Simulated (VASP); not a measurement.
# Cd (P6_3/mmc) in VASP: a series of runs

Cd is run at these levels: r2SCAN; tasks: single point.

Everything below comes from runs of VASP 6.6.1. Logs are shortened: lines on timing, memory, paths and dates and some standing lists are left out, and cuts for length are marked.

**1. The cell of the first run**

Symmetry: P6_3/mmc, No. 194, hexagonal system. Conventional cell: a = 2.962 Å, b = 2.962 Å, c = 6.145 Å, α = 90.00°, β = 90.00°, γ = 120.00°. Within 3.9 Å of Cd (site symmetry -6m2) lie 12 Cd at 2.96 to 3.52 Å.

**2. Single point, r2SCAN (strain along c alone, the other axes held: +6.0 %)**

File POSCAR:

```
Cd
1.0
    2.9617840135      0.0000000000      0.0000000000
   -1.4808920068      2.5649801962      0.0000000000
    0.0000000000      0.0000000000      6.1448467321
Cd
2
Direct
    0.3333333333      0.6666666667      0.2500000000
    0.6666666667      0.3333333333      0.7500000000
```

File INCAR.step1:

```
SYSTEM = Cd
  PREC = Accurate
  ENCUT = 520
  ISMEAR = 0
  SIGMA = 0.1
  LREAL = .False.
  LASPH = .True.
  NELM = 60
  NBANDS = 19
  GGA = PE
  ALGO = Normal
  EDIFF = 1E-4
  LWAVE = .True.
  LCHARG = .False.
```

File INCAR.step2:

```
SYSTEM = Cd
  PREC = Accurate
  ENCUT = 520
  EDIFF = 1E-6
  ISMEAR = 0
  SIGMA = 0.1
  LREAL = .False.
  LASPH = .True.
  NELM = 60
  ALGO = Normal
  ISIF = 2
  LWAVE = .False.
  LCHARG = .False.
  METAGGA = R2SCAN
  LMIXTAU = .True.
  NBANDS = 19
  ISTART = 1
```

File KPOINTS:

```
regular mesh
0
Gamma
  24 24 10
  0 0 0
```

Potentials or basis: VASP PAW PBE potentials, release 64 (Cd).

The run is started by

```bash
cat potpaw_PBE.64/Cd/POTCAR > POTCAR
cp INCAR.step1 INCAR
mpirun -np 1 vasp_std > vasp.out
cp INCAR.step2 INCAR
mpirun -np 1 vasp_std > vasp.out
```

OUTCAR:

```text
SYSTEM = Cd
   PREC = Accurate
   ENCUT = 520
   EDIFF = 1E-6
   ISMEAR = 0
   LREAL = .False.
   LASPH = .True.
   NELM = 60
   ISIF = 2
   METAGGA = R2SCAN
   ISTART = 1

 ion  position               nearest neighbor table
   1  0.333  0.667  0.250-   2 3.52   2 3.52   2 3.52   2 3.52   2 3.52   2 3.52
   2  0.667  0.333  0.750-   1 3.52   1 3.52   1 3.52   1 3.52   1 3.52   1 3.52

  LATTYP: Found a hexagonal cell.
 ALAT       =     2.9617840135
 C/A-ratio  =     2.0747112903

  Lattice vectors:

 A1 = (   2.9617840135,   0.0000000000,   0.0000000000)
 A2 = (  -1.4808920068,   2.5649801962,   0.0000000000)
 A3 = (   0.0000000000,   0.0000000000,   6.1448467321)

Analysis of symmetry for initial positions (statically):
=====================================================================
 Subroutine PRICEL returns:
 Original cell was already a primitive cell.

 Routine SETGRP: Setting up the symmetry group for a
 hexagonal supercell.

 Subroutine GETGRP returns: Found 24 space group operations
 (whereof 12 operations were pure point group operations)
 out of a pool of 24 trial point group operations.

The static configuration has the point symmetry D_3d.
 The point group associated with its full space group is D_6h.

Analysis of symmetry for dynamics (positions and initial velocities):
=====================================================================
 Subroutine PRICEL returns:
 Original cell was already a primitive cell.

 Routine SETGRP: Setting up the symmetry group for a
 hexagonal supercell.

 Subroutine GETGRP returns: Found 24 space group operations
 (whereof 12 operations were pure point group operations)
 out of a pool of 24 trial point group operations.

The dynamic configuration has the point symmetry D_3d.
 The point group associated with its full space group is D_6h.

 Subroutine INISYM returns: Found 24 space group operations
 (whereof 12 operations are pure point group operations),
 and found     1 'primitive' translations

----------------------------------------------------------------------------------------

                                     Primitive cell

  volume of cell :      46.6819

  direct lattice vectors                    reciprocal lattice vectors
     2.961784013  0.000000000  0.000000000     0.337634343  0.194933279  0.000000000
    -1.480892007  2.564980196  0.000000000     0.000000000  0.389866558  0.000000000
     0.000000000  0.000000000  6.144846732     0.000000000  0.000000000  0.162737989

  length of vectors
     2.961784013  2.961784014  6.144846732     0.389866558  0.389866558  0.162737989

  position of ions in fractional coordinates (direct lattice)
     0.333333333  0.666666667  0.250000000
     0.666666667  0.333333333  0.750000000

  ion indices of the primitive-cell ions
   primitive index   ion index
                 1           1
                 2           2

----------------------------------------------------------------------------------------

 KPOINTS: regular mesh

Automatic generation of k-mesh.
 Grid dimensions read from file:
 generate k-points for:   24   24   10

 Generating k-lattice:

  Cartesian coordinates                     Fractional coordinates (reciprocal lattice)
     0.014068098  0.008122220  0.000000000     0.041666667  0.000000000  0.000000000
     0.000000000  0.016244440  0.000000000     0.000000000  0.041666667  0.000000000
     0.000000000  0.000000000  0.016273799     0.000000000  0.000000000  0.100000000

  Length of vectors
     0.016244440  0.016244440  0.016273799

  Shift w.r.t. Gamma in fractional coordinates (k-lattice)
     0.000000000  0.000000000  0.000000000

 Subroutine IBZKPT returns following result:
 ===========================================

 Found    366 irreducible k-points:

 Following reciprocal coordinates:
            Coordinates               Weight
  0.000000  0.000000  0.000000      1.000000
  0.041667  0.000000  0.000000      6.000000
  0.083333  0.000000  0.000000      6.000000
  0.125000  0.000000  0.000000      6.000000
  0.166667 -0.000000  0.000000      6.000000
  0.208333  0.000000  0.000000      6.000000
[... 16 lines left out ...]
  0.416667  0.041667  0.000000     12.000000
  0.458333  0.041667  0.000000     12.000000
 [... further k-points ...]
   k-points           NKPTS =    366   k-points in BZ     NKDIM =    366   number of bands    NBANDS=     19
   number of dos      NEDOS =    301   number of ions     NIONS =      2
   total plane-waves  NPLWV =  27648
   dimension x,y,z NGX =    24 NGY =   24 NGZ =   48
   dimension x,y,z NGXF=    48 NGYF=   48 NGZF=   96
   ions per type =               2
   NGX,Y,Z   is equivalent  to a cutoff of  13.47, 13.47, 12.99 a.u.
   NGXF,Y,Z  is equivalent  to a cutoff of  26.94, 26.94, 25.97 a.u.
 SYSTEM =  Cd
   PREC   = accura    normal or accurate (medium, high low for compatibility)
   ISTART =      1    job   : 0-new  1-cont  2-samecut
   ICHARG =      0    charge: 1-file 2-atom 10-const
   ISPIN  =      1    spin polarized calculation?
   LNONCOLLINEAR =      F non collinear calculations
   LSORBIT =      F    spin-orbit coupling
   LASPH  =      T    aspherical Exc in radial PAW
   ENCUT  =  520.0 eV  38.22 Ry    6.18 a.u.   5.51  5.51 11.43*2*pi/ulx,y,z
   NELM   =     60;   NELMIN=  2; NELMDL=  0     # of ELM steps
   EDIFF  = 0.1E-05   stopping-criterion for ELM
   LREAL  =      F    real-space projection
   EDIFFG = 0.1E-04   stopping-criterion for IOM
   NSW    =      0    number of steps for IOM
   IBRION =     -1    ionic relax: 0-MD 1-quasi-New 2-CG
   NFREE  =      0    steps in history (QN), initial steepest desc. (CG)
   ISIF   =      2    stress and relaxation
   ISYM   =      2    0-nonsym 1-usesym 2-fastsym
   POTIM  = 0.5000    time-step for ionic-motion
   TEBEG  =    0.0;   TEEND  =   0.0 temperature during run
   PSTRESS=    0.0 pullay stress
   NELECT =      24.0000    total number of electrons
   NUPDOWN=      -1.0000    fix difference up-down
   EMIN   =  10.00;   EMAX   =-10.00  energy-range for DOS
   EFERMI =   0.00;   METHOD = LEGACY
   ISMEAR =     0;   SIGMA  =   0.10  broadening in eV -4-tet -1-fermi 0-gaus
   EFERMI_NEDOS =   21; number of points for ismear=-14 and -15
   IALGO  =     38    algorithm
   IMIX   =      4    mixing-type and parameters
[... 18 lines left out ...]
   NGX = 11   NGY = 11   NGZ = 23

 number of electron      23.9999997 magnetization

 Free energy of the ion-electron system (eV)
  ---------------------------------------------------
  ext. energy  EPLUGINS =         0.00000000
  ---------------------------------------------------
  free energy    TOTEN  =       -40.18218745 eV

  energy without entropy =      -40.17905754  energy(sigma->0) =      -40.18062249

 E-fermi :   2.3967     XC(G=0): -11.2990

 val. band max:        2.3773075948   @ k =   0.2500   0.0833   0.0000
 cond. band min:       2.4058780547   @ k =   0.1250   0.1250   0.2000
 fundamental gap:      0.0285704599
 Fermi energy:         2.3967135904

 k-point     1 :       0.0000    0.0000    0.0000
  band No.  band energies     occupation
      1      -7.8417      2.00000
      2      -7.7085      2.00000
      3      -7.1884      2.00000
      4      -7.1884      2.00000
      5      -7.1629      2.00000
      6      -7.1629      2.00000
[... 11 lines left out ...]
     18      18.8532      0.00000
     19      18.9787      0.00000

 k-point     2 :       0.0417    0.0000    0.0000
  band No.  band energies     occupation
      1      -7.8211      2.00000
      2      -7.6883      2.00000
      3      -7.1964      2.00000
      4      -7.1714      2.00000
      5      -7.1704      2.00000
      6      -7.1461      2.00000
[... 11 lines left out ...]
     18      18.3401      0.00000
     19      19.3039      0.00000

 k-point     3 :       0.0833    0.0000    0.0000
  band No.  band energies     occupation
      1      -7.7637      2.00000
      2      -7.6338      2.00000
      3      -7.2177      2.00000
      4      -7.1902      2.00000
      5      -7.1211      2.00000
      6      -7.0967      2.00000
[... 11 lines left out ...]
     18      17.7238      0.00000
     19      19.3346      0.00000

 k-point     4 :       0.1250    0.0000    0.0000
  band No.  band energies     occupation
      1      -7.6865      2.00000
      2      -7.5636      2.00000
      3      -7.2465      2.00000
      4      -7.2066      2.00000
      5      -7.0402      2.00000
      6      -7.0171      2.00000
[... 11 lines left out ...]
     18      17.3054      0.00000
     19      18.4373      0.00000

 k-point     5 :       0.1667   -0.0000    0.0000
  band No.  band energies     occupation
      1      -7.6295      2.00000
      2      -7.5075      2.00000
      3      -7.2653      2.00000
      4      -7.1838      2.00000
      5      -6.9330      2.00000
      6      -6.9119      2.00000
[... 11 lines left out ...]
     18      16.5468      0.00000
     19      17.1694      0.00000

 k-point     6 :       0.2083    0.0000    0.0000
  band No.  band energies     occupation
      1      -7.6344      2.00000
      2      -7.5075      2.00000
      3      -7.2248      2.00000
      4      -7.1032      2.00000
      5      -6.9633      2.00000
      6      -6.8129      2.00000
[... 11 lines left out ...]
     18      15.7752      0.00000
     19      15.9150      0.00000

 k-point     7 :       0.2500    0.0000    0.0000
  band No.  band energies     occupation
      1      -7.6859      2.00000
      2      -7.5627      2.00000
      3      -7.1326      2.00000
      4      -7.0948      2.00000
      5      -6.9832      2.00000
      6      -6.9034      2.00000
[... 11 lines left out ...]
     18      14.6157      0.00000
     19      15.9560      0.00000

 k-point     8 :       0.2917    0.0000    0.0000
  band No.  band energies     occupation
      1      -7.7554      2.00000
      2      -7.6364      2.00000
      3      -7.2180      2.00000
      4      -7.0334      2.00000
      5      -6.9905      2.00000
      6      -6.8502      2.00000
[... 256 lines left out ...]
 k-point    20 :       0.2917    0.0417    0.0000
  band No.  band energies     occupation
      1      -7.7720      2.00000
      2      -7.6539      2.00000
      3      -7.2732      2.00000
      4      -7.0348      2.00000
      5      -6.9961      2.00000
      6      -6.8099      2.00000
[... 11 lines left out ...]
     18      14.3816      0.00000
     19      16.1491      0.00000

 k-point    21 :       0.3333    0.0417    0.0000
  band No.  band energies     occupation
      1      -7.8401      2.00000
      2      -7.7240      2.00000
      3      -7.3698      2.00000
      4      -7.1053      2.00000
      5      -6.9094      2.00000
      6      -6.7883      2.00000
[... 11 lines left out ...]
     18      15.0413      0.00000
     19      15.8542      0.00000

 k-point    22 :       0.3750    0.0417    0.0000
  band No.  band energies     occupation
      1      -7.8969      2.00000
      2      -7.7818      2.00000
      3      -7.4449      2.00000
      4      -7.1621      2.00000
      5      -6.8404      2.00000
      6      -6.8102      2.00000
[... 11 lines left out ...]
     18      15.4877      0.00000
     19      15.8733      0.00000

 k-point    23 :       0.4167    0.0417    0.0000
  band No.  band energies     occupation
      1      -7.9373      2.00000
      2      -7.8228      2.00000
      3      -7.4960      2.00000
      4      -7.2019      2.00000
      5      -6.8255      2.00000
      6      -6.7922      2.00000
[... 11 lines left out ...]
     18      15.2211      0.00000
     19      16.6359      0.00000

 k-point    24 :       0.4583    0.0417    0.0000
  band No.  band energies     occupation
      1      -7.9583      2.00000
      2      -7.8440      2.00000
      3      -7.5219      2.00000
      4      -7.2223      2.00000
      5      -6.8333      2.00000
      6      -6.7674      2.00000
[... 11 lines left out ...]
     18      15.0833      0.00000
     19      16.5518      0.00000

 [... further k-points ...]

------------------------ aborting loop because EDIFF is reached ----------------------------------------

  FORCE on cell =-STRESS in cart. coord.  units (eV):
  Direction    XX          YY          ZZ          XY          YZ          ZX
  --------------------------------------------------------------------------------------
  -------------------------------------------------------------------------------------
  Total       -0.2965247     -0.2965247     -0.5345304      0.0000000      0.0000000      0.0000000
  in kB      -10.1770757    -10.1770757    -18.3457104      0.0000000      0.0000000      0.0000000
  external PRESSURE =     -12.8999539 kB  Pullay stress =       0.0000000 kB

 VOLUME and BASIS-vectors are now :
 -----------------------------------------------------------------------------
  energy-cutoff  :      520.00
  volume of cell :       46.68
      direct lattice vectors                 reciprocal lattice vectors
     2.961784013  0.000000000  0.000000000     0.337634343  0.194933279  0.000000000
    -1.480892007  2.564980196  0.000000000     0.000000000  0.389866558  0.000000000
     0.000000000  0.000000000  6.144846732     0.000000000  0.000000000  0.162737989

 POSITION                                       TOTAL-FORCE (eV/Angst)
 -----------------------------------------------------------------------------------
     -0.00000      1.70999      1.53621         0.000000      0.000000      0.000000
      1.48089      0.85499      4.60864        -0.000000     -0.000000      0.000000
 -----------------------------------------------------------------------------------
    total drift:                               -0.000000      0.000000     -0.000000

  FREE ENERGIE OF THE ION-ELECTRON SYSTEM (eV)
  ---------------------------------------------------
  free  energy   TOTEN  =       -40.1821874502 eV

  energy  without entropy=      -40.1790575366  energy(sigma->0) =      -40.18062249
```

Wall time 7.5 min (1 thread of Intel Xeon Platinum 8488C (Sapphire Rapids), shared host); peak memory 0.37 GiB.

What came out:

| Item | Value |
| --- | --- |
| Free energy | -40.1822 eV |
| Pressure | -1.3 GPa |
| Band gap on the k mesh | zero (bands 12 and 13 overlap by 4.69 eV) |

Levels at points of the mesh, in eV from the Fermi level:
| k point | band 10 | band 11 | band 12 | band 13 | band 14 | band 15 |
| --- | --- | --- | --- | --- | --- | --- |
| (0.00, 0.00, 0.00) | -8.86 | -8.60 | -4.20 | -2.95 | 8.15 | 12.57 |
| (0.50, 0.00, 0.00) | -8.48 | -1.96 | -1.42 | 1.51 | 2.67 | 3.29 |
| (0.00, 0.00, 0.50) | -8.92 | -7.34 | -7.34 | 2.31 | 2.31 | 15.89 |
| (0.50, 0.00, 0.50) | -8.48 | -1.31 | -1.31 | 0.37 | 0.37 | 7.30 |

Caveat: the cell differs from its parent crystal (strain along c alone, the other axes held: +6.0 %); the PAW data sets were made with another functional, which shifts forces and pressure a little.

**3. Single point, r2SCAN (biaxial strain in the a-b plane: +4.0 %)**

File POSCAR:

```
Cd
1.0
    3.0802553740      0.0000000000      0.0000000000
   -1.5401276870      2.6675794041      0.0000000000
    0.0000000000      0.0000000000      5.6578966137
Cd
2
Direct
    0.3333333333      0.6666666667      0.2500000000
    0.6666666667      0.3333333333      0.7500000000
```

File INCAR.step1:

```
PREC = Accurate
ENCUT = 520
ISMEAR = 0
SIGMA = 0.1
LREAL = False
LASPH = True
NELM = 100
NBANDS = 19
GGA = PE
ALGO = Normal
EDIFF = 1E-4
LWAVE = True
LCHARG = False
```

File INCAR.step2:

```
PREC = Accurate
ENCUT = 520
EDIFF = 1E-7
ISMEAR = 0
SIGMA = 0.1
LREAL = False
LASPH = True
NELM = 100
ALGO = Normal
ISIF = 2
LWAVE = False
LCHARG = False
METAGGA = R2SCAN
LMIXTAU = True
NBANDS = 19
ISTART = 1
```

File KPOINTS:

```
Automatic mesh
0
Gamma
  24 24 10
```

Potentials or basis: VASP PAW PBE potentials, release 64 (Cd).

The run is started by

```bash
cat potpaw_PBE.64/Cd/POTCAR > POTCAR
cp INCAR.step1 INCAR
mpirun -np 1 vasp_std > vasp.out
cp INCAR.step2 INCAR
mpirun -np 1 vasp_std > vasp.out
```

Wall time 16 min (1 thread of Intel Xeon 8259CL, shared host); peak memory 0.37 GiB.

The run converged. Its results:

```yaml
Free_energy: -40.1599 eV
Pressure: -3.1 GPa
Band_gap_on_the_k_mesh: zero (bands 12 and 13 overlap by 3.92 eV)
```

Stress tensor (GPa, compression positive):
```
-3.92  0.00  0.00
 0.00 -3.92  0.00
 0.00  0.00 -1.32
```

Levels at points of the mesh, in eV from the Fermi level:
```
           k point  band 10  band 11  band 12  band 13  band 14  band 15
(0.00, 0.00, 0.00)    -8.90    -8.76    -2.98    -2.71    11.21    14.33
(0.50, 0.00, 0.00)    -8.65    -2.35    -2.06     2.03     3.04     3.10
(0.00, 0.00, 0.50)    -9.00    -7.26    -7.26     4.06     4.06    14.79
(0.50, 0.00, 0.50)    -8.66    -1.51    -1.51    -0.13    -0.13     8.39
```

Caveat: the cell differs from its parent crystal (biaxial strain in the a-b plane: +4.0 %); the cell stands under tension; the PAW data sets were made with another functional, which shifts forces and pressure a little.

**4. Single point, r2SCAN (biaxial strain in the a-b plane: +6.0 %)**

File POSCAR:

```
Cd
1.0
    3.1394910543      0.0000000000      0.0000000000
   -1.5697455272      2.7188790080      0.0000000000
    0.0000000000      0.0000000000      5.5883323111
Cd
2
Direct
    0.3333333333      0.6666666667      0.2500000000
    0.6666666667      0.3333333333      0.7500000000
```

File INCAR.step1:

```
SYSTEM = Cd
PREC = Accurate
ENCUT = 520
ISMEAR = 0
SIGMA = 0.1
LREAL = .FALSE.
LASPH = .TRUE.
NELM = 60
NBANDS = 19
GGA = PE
ALGO = Normal
EDIFF = 1E-4
LWAVE = .TRUE.
LCHARG = .FALSE.
```

File INCAR.step2:

```
SYSTEM = Cd
PREC = Accurate
ENCUT = 520
EDIFF = 1E-6
ISMEAR = 0
SIGMA = 0.1
LREAL = .FALSE.
LASPH = .TRUE.
NELM = 60
ALGO = Normal
ISIF = 2
LWAVE = .FALSE.
LCHARG = .FALSE.
METAGGA = R2SCAN
LMIXTAU = .TRUE.
NBANDS = 19
ISTART = 1
```

File KPOINTS:

```
Automatic mesh
0
G
  24 24 10
  0 0 0
```

The run is started by

```bash
cat potpaw_PBE.64/Cd/POTCAR > POTCAR
cp INCAR.step1 INCAR
mpirun -np 1 vasp_std > vasp.out
cp INCAR.step2 INCAR
mpirun -np 1 vasp_std > vasp.out
```

It took 14 min on 1 thread of Intel Xeon 8259CL, shared host; peak memory 0.38 GiB.

The run converged. Its results:

```yaml
Free_energy: -40.1180 eV
Pressure: -4.0 GPa
Band_gap_on_the_k_mesh: zero (bands 12 and 13 overlap by 3.63 eV)
```

Stress tensor (GPa, compression positive):
```
-4.67  0.00  0.00
 0.00 -4.67  0.00
 0.00  0.00 -2.57
```

Levels at points of the mesh, in eV from the Fermi level:
```csv
k point,band 10,band 11,band 12,band 13,band 14,band 15
"(0.00, 0.00, 0.00)",-8.86,-8.58,-2.63,-2.48,11.92,13.56
"(0.50, 0.00, 0.00)",-8.65,-2.35,-2.19,2.19,3.06,3.08
"(0.00, 0.00, 0.50)",-8.96,-7.05,-7.05,4.51,4.51,14.42
"(0.50, 0.00, 0.50)",-8.67,-1.47,-1.47,-0.26,-0.26,8.61
```

Caveat: the cell differs from its parent crystal (biaxial strain in the a-b plane: +6.0 %); the cell stands under tension; the PAW data sets were made with another functional, which shifts forces and pressure a little.

**5. Overview**

```csv
cell,gap on the mesh (eV),pressure (GPa)
"a = 2.962, b = 2.962, c = 6.145 Å, angles 90.0, 90.0, 120.0°, 2 atoms",none,-1.3
"a = 3.080, b = 3.080, c = 5.658 Å, angles 90.0, 90.0, 120.0°, 2 atoms",none,-3.1
"a = 3.139, b = 3.139, c = 5.588 Å, angles 90.0, 90.0, 120.0°, 2 atoms",none,-4.0
```

Alike in all rows: task single point; level r2SCAN; potentials or basis VASP PAW PBE potentials, release 64 (Cd); no spin polarisation; k mesh 24 × 24 × 10; cutoff (eV) 520; smearing gaussian 0.1 eV.

Caveats: the PAW data sets were made with another functional, which shifts forces and pressure a little; the cell stands under tension (at least some runs).

Absolute energies hang on the potentials; compare differences alone.

The gap in the log of VASP goes by the Fermi energy; the results here count the filled bands.